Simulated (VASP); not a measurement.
# GaGe (I-4m2) in VASP: a series of runs

Runs on GaGe. Level: LDA. Tasks: single point.

Everything below comes from runs of VASP 6.6.1. Logs are shortened: lines on timing, memory, paths and dates and some standing lists are left out, and cuts for length are marked.

### 1 The cell of the first run

The structure is tetragonal, space group I-4m2 (No. 119). Conventional cell: a = 4.098 Å, b = 4.098 Å, c = 4.926 Å, α = 90.00°, β = 90.00°, γ = 90.00°. Within 3.2 Å of Ga (site symmetry -4m2) lie 4 Ge at 2.39 Å. Ge (site symmetry -4m2) has 4 Ga at 2.39 Å within 3.2 Å.

### 2 Single point, LDA (strain -0.1500 x Voigt [1, 0, 0, 0, 0, 0])

INCAR

```
SYSTEM = GaGe
  PREC = Accurate
  ENCUT = 520
  EDIFF = 1E-6
  ISMEAR = 0
  SIGMA = 0.15
  LREAL = .False.
  LASPH = .True.
  NELM = 60
  ALGO = Normal
  ISIF = 2
  LWAVE = .False.
  LCHARG = .False.
  GGA = CA
  NBANDS = 20
```

KPOINTS

```
Automatic mesh
0
Gamma
  14 14 14
  0 0 0
```

POSCAR

```
GaGe
1.0
    0.0000000000      2.8978440000      2.8978440000
    2.4631674000      0.0000000000      2.8978440000
    2.4631674000      2.8978440000      0.0000000000
Ga Ge
1 1
Direct
    0.7500000000      0.7500000000      0.7500000000
    0.0000000000      0.0000000000      0.0000000000
```

Potentials or basis: VASP PAW LDA potentials, release 64 (Ga_d, Ge_d).

Started as:

```
$ cat potpaw_LDA.64/Ga_d/POTCAR potpaw_LDA.64/Ge_d/POTCAR > POTCAR
$ mpirun -np 1 vasp_std > vasp.out
```

OUTCAR:

```text
SYSTEM = GaGe
   PREC = Accurate
   ENCUT = 520
   EDIFF = 1E-6
   ISMEAR = 0
   LREAL = .False.
   LASPH = .True.
   NELM = 60
   ISIF = 2
   GGA = CA

 ion  position               nearest neighbor table
   1  0.750  0.750  0.750-   2 2.39   2 2.39   2 2.39   2 2.39
   2  0.000  0.000  0.000-   1 2.39   1 2.39   1 2.39   1 2.39

  LATTYP: Found a body centered tetragonal cell.
 ALAT       =     4.0981702864
 C/A-ratio  =     1.2020815280

  Lattice vectors:

 A1 = (  -2.4631674000,   0.0000000000,  -2.8978440000)
 A2 = (  -2.4631674000,   0.0000000000,   2.8978440000)
 A3 = (   2.4631674000,   2.8978440000,   0.0000000000)

Analysis of symmetry for initial positions (statically):
=====================================================================
 Subroutine PRICEL returns:
 Original cell was already a primitive cell.

 Routine SETGRP: Setting up the symmetry group for a
 body centered tetragonal supercell.

 Subroutine GETGRP returns: Found  8 space group operations
 (whereof  8 operations were pure point group operations)
 out of a pool of 16 trial point group operations.

The static configuration has the point symmetry D_2d.

Analysis of symmetry for dynamics (positions and initial velocities):
=====================================================================
 Subroutine PRICEL returns:
 Original cell was already a primitive cell.

 Routine SETGRP: Setting up the symmetry group for a
 body centered tetragonal supercell.

 Subroutine GETGRP returns: Found  8 space group operations
 (whereof  8 operations were pure point group operations)
 out of a pool of 16 trial point group operations.

The dynamic configuration has the point symmetry D_2d.

 Subroutine INISYM returns: Found  8 space group operations
 (whereof  8 operations are pure point group operations),
 and found     1 'primitive' translations

----------------------------------------------------------------------------------------

                                     Primitive cell

  volume of cell :      41.3689

  direct lattice vectors                    reciprocal lattice vectors
     0.000000000  2.897844000  2.897844000    -0.202990670  0.172542069  0.172542069
     2.463167400  0.000000000  2.897844000     0.202990670 -0.172542069  0.172542069
     2.463167400  2.897844000  0.000000000     0.202990670  0.172542069 -0.172542069

  length of vectors
     4.098170286  3.803247755  3.803247755     0.317406275  0.317406275  0.317406275

  position of ions in fractional coordinates (direct lattice)
     0.750000000  0.750000000  0.750000000
     0.000000000  0.000000000  0.000000000

  ion indices of the primitive-cell ions
   primitive index   ion index
                 1           1
                 2           2

----------------------------------------------------------------------------------------

 KPOINTS: Automatic mesh

Automatic generation of k-mesh.
 Grid dimensions read from file:
 generate k-points for:   14   14   14

 Generating k-lattice:

  Cartesian coordinates                     Fractional coordinates (reciprocal lattice)
    -0.014499334  0.012324434  0.012324434     0.071428571  0.000000000  0.000000000
     0.014499334 -0.012324434  0.012324434     0.000000000  0.071428571  0.000000000
     0.014499334  0.012324434 -0.012324434     0.000000000  0.000000000  0.071428571

  Length of vectors
     0.022671877  0.022671877  0.022671877

  Shift w.r.t. Gamma in fractional coordinates (k-lattice)
     0.000000000  0.000000000  0.000000000

 Subroutine IBZKPT returns following result:
 ===========================================

 Found    244 irreducible k-points:

 Following reciprocal coordinates:
            Coordinates               Weight
  0.000000  0.000000  0.000000      1.000000
  0.071429  0.000000  0.000000      8.000000
  0.142857 -0.000000 -0.000000      8.000000
  0.214286  0.000000  0.000000      8.000000
  0.285714  0.000000  0.000000      8.000000
  0.357143  0.000000  0.000000      8.000000
[... 16 lines left out ...]
  0.214286  0.142857 -0.000000     16.000000
  0.285714  0.142857  0.000000     16.000000
 [... further k-points ...]
   k-points           NKPTS =    244   k-points in BZ     NKDIM =    244   number of bands    NBANDS=     20
   number of dos      NEDOS =    301   number of ions     NIONS =      2
   total plane-waves  NPLWV =  23520
   dimension x,y,z NGX =    30 NGY =   28 NGZ =   28
   dimension x,y,z NGXF=    60 NGYF=   56 NGZF=   56
   ions per type =               1   1
   NGX,Y,Z   is equivalent  to a cutoff of  12.17, 12.24, 12.24 a.u.
   NGXF,Y,Z  is equivalent  to a cutoff of  24.34, 24.48, 24.48 a.u.
 SYSTEM =  GaGe
   PREC   = accura    normal or accurate (medium, high low for compatibility)
   ISTART =      0    job   : 0-new  1-cont  2-samecut
   ICHARG =      2    charge: 1-file 2-atom 10-const
   ISPIN  =      1    spin polarized calculation?
   LNONCOLLINEAR =      F non collinear calculations
   LSORBIT =      F    spin-orbit coupling
   LASPH  =      T    aspherical Exc in radial PAW
   ENCUT  =  520.0 eV  38.22 Ry    6.18 a.u.   7.62  7.07  7.07*2*pi/ulx,y,z
   NELM   =     60;   NELMIN=  2; NELMDL= -5     # of ELM steps
   EDIFF  = 0.1E-05   stopping-criterion for ELM
   LREAL  =      F    real-space projection
   EDIFFG = 0.1E-04   stopping-criterion for IOM
   NSW    =      0    number of steps for IOM
   IBRION =     -1    ionic relax: 0-MD 1-quasi-New 2-CG
   NFREE  =      0    steps in history (QN), initial steepest desc. (CG)
   ISIF   =      2    stress and relaxation
   ISYM   =      2    0-nonsym 1-usesym 2-fastsym
   POTIM  = 0.5000    time-step for ionic-motion
   TEBEG  =    0.0;   TEEND  =   0.0 temperature during run
   PSTRESS=    0.0 pullay stress
   NELECT =      27.0000    total number of electrons
   NUPDOWN=      -1.0000    fix difference up-down
   EMIN   =  10.00;   EMAX   =-10.00  energy-range for DOS
   EFERMI =   0.00;   METHOD = LEGACY
   ISMEAR =     0;   SIGMA  =   0.15  broadening in eV -4-tet -1-fermi 0-gaus
   EFERMI_NEDOS =   21; number of points for ismear=-14 and -15
   IALGO  =     38    algorithm
   IMIX   =      4    mixing-type and parameters
     AMIX     =   0.40;   BMIX     =  1.00
     AMIX_MAG =   1.60;   BMIX_MAG =  1.00
  volume/ion in A,a.u.               =      20.68       139.59
  Fermi-wavevector in a.u.,A,eV,Ry     =   1.420054  2.683512 27.436864  2.016553
  Thomas-Fermi vector in A             =   2.541009
   LORBIT       =      0    0 simple, 1 ext, 2 COOP (PROOUT), +10 PAW based schemes
   GGA     = CA    functional components
   LHFCALC =     F    Hartree Fock is set to
   AEXX    =    0.0000 exact exchange contribution
   IVDW    =     0    specifies the selected vdW correction
   LEPSILON=     F    determine dielectric tensor
   LRPA    =     F    only Hartree local field effects (RPA)
 non-spin polarized calculation
 Gauss-broadening in eV      SIGMA  =   0.15
  energy-cutoff  :      520.00
  volume of cell :       41.37
 maximum number of plane-waves:      1134
   NGX = 15   NGY = 15   NGZ = 15

 number of electron      26.9999987 magnetization

 Free energy of the ion-electron system (eV)
  ---------------------------------------------------
  ext. energy  EPLUGINS =         0.00000000
  ---------------------------------------------------
  free energy    TOTEN  =        -8.38184575 eV

  energy without entropy =       -8.37162495  energy(sigma->0) =       -8.37673535

 E-fermi :   4.1555     XC(G=0): -10.6772

 val. band max:        4.1527285926   @ k =   0.3571   0.2143   0.0714
 cond. band min:       4.1599186184   @ k =   0.3571   0.0000   0.0000
 fundamental gap:      0.0071900257
 Fermi energy:         4.1554879781

 k-point     1 :       0.0000    0.0000    0.0000
  band No.  band energies     occupation
      1     -19.9338      2.00000
      2     -19.9338      2.00000
      3     -19.9161      2.00000
      4     -19.9122      2.00000
      5     -19.8841      2.00000
      6     -10.4529      2.00000
[... 12 lines left out ...]
     19      12.5599      0.00000
     20      14.0730      0.00000

 k-point     2 :       0.0714    0.0000    0.0000
  band No.  band energies     occupation
      1     -19.9337      2.00000
      2     -19.9335      2.00000
      3     -19.9161      2.00000
      4     -19.9123      2.00000
      5     -19.8839      2.00000
      6     -10.4537      2.00000
[... 12 lines left out ...]
     19      12.9657      0.00000
     20      13.7359      0.00000

 k-point     3 :       0.1429   -0.0000   -0.0000
  band No.  band energies     occupation
      1     -19.9333      2.00000
      2     -19.9327      2.00000
      3     -19.9161      2.00000
      4     -19.9125      2.00000
      5     -19.8832      2.00000
      6     -10.4577      2.00000
[... 12 lines left out ...]
     19      13.4984      0.00000
     20      13.5212      0.00000

 k-point     4 :       0.2143    0.0000    0.0000
  band No.  band energies     occupation
      1     -19.9328      2.00000
      2     -19.9315      2.00000
      3     -19.9162      2.00000
      4     -19.9126      2.00000
      5     -19.8822      2.00000
      6     -10.4664      2.00000
[... 12 lines left out ...]
     19      13.3416      0.00000
     20      13.8789      0.00000

 k-point     5 :       0.2857    0.0000    0.0000
  band No.  band energies     occupation
      1     -19.9322      2.00000
      2     -19.9303      2.00000
      3     -19.9162      2.00000
      4     -19.9128      2.00000
      5     -19.8810      2.00000
      6     -10.4774      2.00000
[... 12 lines left out ...]
     19      13.3992      0.00000
     20      14.7960      0.00000
[... 353 lines left out ...]
      6     -10.4557      2.00000
[... 12 lines left out ...]
     19      13.5161      0.00000
     20      13.5603      0.00000

 k-point    22 :       0.1429    0.1429    0.0000
  band No.  band energies     occupation
      1     -19.9350      2.00000
      2     -19.9316      2.00000
      3     -19.9154      2.00000
      4     -19.9123      2.00000
      5     -19.8835      2.00000
      6     -10.4676      2.00000
[... 12 lines left out ...]
     19      12.2304      0.00000
     20      14.0826      0.00000

 k-point    23 :       0.2143    0.1429   -0.0000
  band No.  band energies     occupation
      1     -19.9353      2.00000
      2     -19.9304      2.00000
      3     -19.9151      2.00000
      4     -19.9124      2.00000
      5     -19.8829      2.00000
      6     -10.4739      2.00000
[... 12 lines left out ...]
     19      12.7039      0.00000
     20      14.7198      0.00000

 k-point    24 :       0.2857    0.1429    0.0000
  band No.  band energies     occupation
      1     -19.9350      2.00000
      2     -19.9293      2.00000
      3     -19.9150      2.00000
      4     -19.9125      2.00000
      5     -19.8821      2.00000
      6     -10.4802      2.00000
[... 12 lines left out ...]
     19      13.7096      0.00000
     20      15.0759      0.00000

 [... further k-points ...]
[... 5 lines left out ...]
  --------------------------------------------------------------------------------------
  -------------------------------------------------------------------------------------
  Total        1.4597266      1.2128369      1.2128369      0.0000000      0.0000000      0.0000000
  in kB       56.5337997     46.9720009     46.9720009      0.0000000      0.0000000      0.0000000
  external PRESSURE =      50.1592672 kB  Pullay stress =       0.0000000 kB

 VOLUME and BASIS-vectors are now :
 -----------------------------------------------------------------------------
  energy-cutoff  :      520.00
  volume of cell :       41.37
      direct lattice vectors                 reciprocal lattice vectors
     0.000000000  2.897844000  2.897844000    -0.202990670  0.172542069  0.172542069
     2.463167400  0.000000000  2.897844000     0.202990670 -0.172542069  0.172542069
     2.463167400  2.897844000  0.000000000     0.202990670  0.172542069 -0.172542069

 POSITION                                       TOTAL-FORCE (eV/Angst)
 -----------------------------------------------------------------------------------
      3.69475      4.34677      4.34677         0.000000     -0.000000     -0.000000
      0.00000      0.00000      0.00000         0.000000      0.000000      0.000000
 -----------------------------------------------------------------------------------
    total drift:                                0.000021      0.000002      0.000002

  FREE ENERGIE OF THE ION-ELECTRON SYSTEM (eV)
  ---------------------------------------------------
  free  energy   TOTEN  =        -8.3818457486 eV

  energy  without entropy=       -8.3716249519  energy(sigma->0) =       -8.37673535
```

It took 1.9 min on 1 thread of Intel Xeon 6975P-C, shared host; peak memory 0.3 GiB.

What came out:

- Free energy: -8.3818 eV
- Pressure: 5.0 GPa

Stress tensor (GPa, compression positive):
```
5.65 0.00 0.00
0.00 4.70 0.00
0.00 0.00 4.70
```

Caveat: the cell differs from its parent crystal (strain -0.1500 x Voigt [1, 0, 0, 0, 0, 0]).

### 3 Single point, LDA (strain -0.1125 x Voigt [1, 0, 0, 0, 0, 0])

INCAR

```
ALGO = Normal
EDIFF = 1E-6
ENCUT = 520
GGA = CA
ISIF = 2
ISMEAR = 0
LASPH = True
LCHARG = False
LREAL = False
LWAVE = False
NBANDS = 20
NELM = 60
PREC = Accurate
SIGMA = 0.15
```

KPOINTS

```
k-points
0
Gamma
  14 14 14
```

POSCAR

```
GaGe
1.0
    0.0000000000      2.8978440000      2.8978440000
    2.5718365500      0.0000000000      2.8978440000
    2.5718365500      2.8978440000      0.0000000000
Ga Ge
1 1
Direct
    0.7500000000      0.7500000000      0.7500000000
    0.0000000000      0.0000000000      0.0000000000
```

Potentials or basis: VASP PAW LDA potentials, release 64 (Ga_d, Ge_d).

Started as:

```
$ cat potpaw_LDA.64/Ga_d/POTCAR potpaw_LDA.64/Ge_d/POTCAR > POTCAR
$ mpirun -np 1 vasp_std > vasp.out
```

Run time: 2.4 min. Hardware: 1 thread of Intel Xeon 6975P-C, shared host; peak memory 0.32 GiB.

Results (log left out):

```yaml
Free_energy: -8.4275 eV
Pressure: 2.0 GPa
```

Stress tensor (GPa, compression positive):
```
2.41 0.00 0.00
0.00 1.87 0.00
0.00 0.00 1.87
```

Levels at points of the mesh, in eV from the Fermi level:
| k point | band 12 | band 13 | band 14 | band 15 | band 16 | band 17 |
| --- | --- | --- | --- | --- | --- | --- |
| (0.00, 0.00, 0.00) | 1.70 | 1.70 | 2.38 | 3.02 | 4.42 | 4.84 |
| (0.50, 0.00, 0.00) | -5.79 | -0.06 | 0.93 | 2.29 | 5.16 | 6.42 |
| (0.50, 0.50, 0.00) | -6.38 | -1.12 | -1.04 | 2.67 | 2.91 | 11.13 |
| (0.00, 0.50, 0.50) | -5.62 | -1.99 | -1.99 | 1.76 | 1.80 | 12.05 |

Caveat: the cell differs from its parent crystal (strain -0.1125 x Voigt [1, 0, 0, 0, 0, 0]).

### 4 Single point, LDA (strain -0.0750 x Voigt [1, 0, 0, 0, 0, 0])

INCAR

```
PREC = Accurate
ENCUT = 520
EDIFF = 1E-6
ISMEAR = 0
SIGMA = 0.15
LREAL = F
LASPH = T
NELM = 60
ALGO = Normal
ISIF = 2
LWAVE = F
LCHARG = F
NBANDS = 20
```

KPOINTS

```
regular mesh
0
Gamma
  14 14 14
```

POSCAR

```
GaGe
1.0
    0.0000000000      2.8978440000      2.8978440000
    2.6805057000      0.0000000000      2.8978440000
    2.6805057000      2.8978440000      0.0000000000
Ga Ge
1 1
Direct
    0.7500000000      0.7500000000      0.7500000000
    0.0000000000      0.0000000000      0.0000000000
```

Started as:

```
$ cat potpaw_LDA.64/Ga_d/POTCAR potpaw_LDA.64/Ge_d/POTCAR > POTCAR
$ mpirun -np 1 vasp_std > vasp.out
```

It took 2.4 min on 1 thread of Intel Xeon 6975P-C, shared host; peak memory 0.33 GiB.

The run converged. Its results:

```
Free energy : -8.4395 eV
Pressure    : -0.4 GPa
```

Stress tensor (GPa, compression positive):
```
-0.23  0.00  0.00
 0.00 -0.50  0.00
 0.00  0.00 -0.50
```

Levels at points of the mesh, in eV from the Fermi level:
| k point | band 12 | band 13 | band 14 | band 15 | band 16 | band 17 |
| --- | --- | --- | --- | --- | --- | --- |
| (0.00, 0.00, 0.00) | 1.71 | 1.71 | 2.17 | 2.66 | 4.39 | 4.67 |
| (0.50, 0.00, 0.00) | -5.63 | 0.11 | 0.76 | 2.25 | 5.25 | 5.97 |
| (0.50, 0.50, 0.00) | -6.17 | -1.17 | -1.11 | 2.54 | 2.73 | 11.20 |
| (0.00, 0.50, 0.50) | -5.70 | -1.70 | -1.70 | 1.97 | 2.03 | 11.69 |

Caveat: the cell differs from its parent crystal (strain -0.0750 x Voigt [1, 0, 0, 0, 0, 0]).

### 5 Single point, LDA (strain +0.1125 x Voigt [1, 0, 0, 0, 0, 0])

Changes to INCAR since step 4:

```diff
@@ -7,3 +7,3 @@
 LASPH = T
-NELM = 60
+NELM = 80
 ALGO = Normal
```

KPOINTS is that of step 4.

POSCAR

```
GaGe
1.0
    0.0000000000      2.8978440000      2.8978440000
    3.2238514500      0.0000000000      2.8978440000
    3.2238514500      2.8978440000      0.0000000000
Ga Ge
1 1
Direct
    0.7500000000      0.7500000000      0.7500000000
    0.0000000000      0.0000000000      0.0000000000
```

Started as:

```
$ cat potpaw_LDA.64/Ga_d/POTCAR potpaw_LDA.64/Ge_d/POTCAR > POTCAR
$ mpirun -np 1 vasp_std > vasp.out
```

Run time: 2.6 min. Hardware: 1 thread of Intel Xeon 6975P-C, shared host; peak memory 0.36 GiB.

The run converged. Its results:

```
Free energy : -8.1786 eV
Pressure    : -7.5 GPa
```

Stress tensor (GPa, compression positive):
```
-7.77  0.00  0.00
 0.00 -7.34  0.00
 0.00  0.00 -7.34
```

Levels at points of the mesh, in eV from the Fermi level:
```
           k point  band 12  band 13  band 14  band 15  band 16  band 17
(0.00, 0.00, 0.00)     0.83     1.03     1.73     1.73     4.06     4.06
(0.50, 0.00, 0.00)    -5.07    -0.06     0.80     1.36     5.01     5.40
(0.50, 0.50, 0.00)    -5.40    -1.29    -1.22     2.03     2.05     9.36
(0.00, 0.50, 0.50)    -5.91    -0.62    -0.62     2.71     2.85     9.82
```

Caveat: the cell differs from its parent crystal (strain +0.1125 x Voigt [1, 0, 0, 0, 0, 0]).

### 6 Single point, LDA (strain +0.1500 x Voigt [1, 0, 0, 0, 0, 0])

INCAR

```
PREC     = Accurate       # precision mode
ENCUT    = 520            # plane-wave cutoff, eV
EDIFF    = 1E-6           # SCF threshold, eV
ISMEAR   = 0              # smearing method
SIGMA    = 0.15           # smearing width, eV
LREAL    = F              # projectors in reciprocal space
LASPH    = T              # aspherical terms in the spheres
NELM     = 60             # most SCF steps
ALGO     = Normal         # electronic algorithm
ISIF     = 2              # what is computed and relaxed
LWAVE    = F              # write WAVECAR
LCHARG   = T              # write CHGCAR
LELF     = T              # ELF
LVHAR    = T            
NBANDS   = 20             # bands
```

KPOINTS

```
Automatic mesh
0
Gamma
  14 14 14
```

POSCAR

```
GaGe
1.0
    0.0000000000      2.8978440000      2.8978440000
    3.3325206000      0.0000000000      2.8978440000
    3.3325206000      2.8978440000      0.0000000000
Ga Ge
1 1
Direct
    0.7500000000      0.7500000000      0.7500000000
    0.0000000000      0.0000000000      0.0000000000
```

Potentials or basis: VASP PAW LDA potentials, release 64 (Ga_d, Ge_d).

Started as:

```
$ cat potpaw_LDA.64/Ga_d/POTCAR potpaw_LDA.64/Ge_d/POTCAR > POTCAR
$ mpirun -np 1 vasp_std > vasp.out
```

It took 3.4 min on 1 thread of Intel Xeon 6975P-C, shared host; peak memory 0.38 GiB.

It converged, with:

| Quantity | Value |
| --- | --- |
| Free energy | -8.0848 eV |
| Pressure | -8.1 GPa |

Stress tensor (GPa, compression positive):
```
-8.70  0.00  0.00
 0.00 -7.86  0.00
 0.00  0.00 -7.86
```

Levels at points of the mesh, in eV from the Fermi level:
```tsv
k point	band 11	band 12	band 13	band 14	band 15	band 16	band 17	band 18
(0.00, 0.00, 0.00)	-9.84	0.45	0.79	1.73	1.73	3.97	3.97	4.44
(0.50, 0.00, 0.00)	-8.22	-5.01	-0.21	0.90	1.11	4.95	5.38	7.90
(0.50, 0.50, 0.00)	-7.21	-5.30	-1.31	-1.23	1.89	1.96	8.80	9.10
(0.00, 0.50, 0.50)	-7.69	-5.93	-0.46	-0.46	2.81	2.95	9.43	9.43
```

Caveat: the cell differs from its parent crystal (strain +0.1500 x Voigt [1, 0, 0, 0, 0, 0]).

### 7 The runs side by side

```tsv
cell	gap on the mesh (eV)	pressure (GPa)
a = 4.098, b = 3.803, c = 3.803 Å, angles 65.2, 57.4, 57.4°, 2 atoms	none	5.0
a = 4.098, b = 3.875, c = 3.875 Å, angles 63.9, 58.1, 58.1°, 2 atoms	none	2.0
a = 4.098, b = 3.947, c = 3.947 Å, angles 62.5, 58.7, 58.7°, 2 atoms	none	-0.4
a = 4.098, b = 4.335, c = 4.335 Å, angles 56.4, 61.8, 61.8°, 2 atoms	none	-7.5
a = 4.098, b = 4.416, c = 4.416 Å, angles 55.3, 62.4, 62.4°, 2 atoms	none	-8.1
```

Alike in all rows: task single point; level LDA; potentials or basis VASP PAW LDA potentials, release 64 (Ga_d, Ge_d); no spin polarisation; k mesh 14 × 14 × 14; cutoff (eV) 520; smearing gaussian 0.15 eV.

Absolute energies hang on the potentials; compare differences alone.
